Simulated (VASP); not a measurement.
Runs of VASP 6.6.1 on WC. The cells are those of the table. 

```tsv
cell	gap on the mesh (eV)	pressure (GPa)	largest force (eV/Å)
a = 5.993, b = 5.198, c = 5.590 Å, 16 atoms	none	7.8	(c)
a = 5.802, b = 5.024, c = 5.659 Å, 16 atoms	none	(a)	8.20
a = 5.877, b = 5.231, c = 6.000 Å, 16 atoms	none	-18.7	(b)
a = 6.085, b = 5.253, c = 5.789 Å, 16 atoms	none	-13.0	6.83
```

Alike in all rows: task single point; level PBE; potentials or basis VASP PAW PBE potentials, release 64 (W_sv, C); no spin polarisation; k mesh 2 × 2 × 2; cutoff (eV) 520; smearing fermi-dirac 0.3 eV.

Problem. Estimate the missing entries.

Solution. (a) 32.3; (b) 6.27; (c) 8.50.

Caveats: all runs use coarse meshes; spin-orbit coupling is left out, which moves the levels of the heavy elements; forces of over 1 eV/Å act on the atoms, so gaps and moduli don't describe the material at rest.

A k mesh can miss the band edges, and the runs leave out spin-orbit coupling on W.

A gap of «none» marks levels without a gap at the run's occupations.
